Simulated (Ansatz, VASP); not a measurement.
## SnTe in VASP and in Ansatz

```
Sn Te
1.0
     0.00000    3.01221    3.01221
     3.01221    0.00000    3.01221
     3.01221    3.01221    0.00000
Sn Te
1 1
Direct
  0.00000 0.00000 0.00000
  0.50000 0.50000 0.50000
```

Change from the starting cell: volume scaled by 0.88, LAPW.

Alike in both runs: task single point; functional PBEsol; k mesh 11 × 11 × 11; occupations fermi-dirac, width 0.08 eV; no spin polarisation.

|  | VASP | Ansatz |
| --- | --- | --- |
| version | VASP 6.6.1 | Ansatz 0.2.0 |
| potentials or method | VASP PAW PBE potentials, release 64 (Sn_d, Te), cutoff 520 eV | all-electron LAPW, scalar-relativistic |

```csv
,VASP,Ansatz,Ansatz less VASP
pressure (GPa),8.1,8.0,-0.03
```

VASP's potentials were made for PBE, not for PBEsol. Ansatz ran all-electron here, and VASP with PAW potentials.

Neither program's run includes spin-orbit coupling.
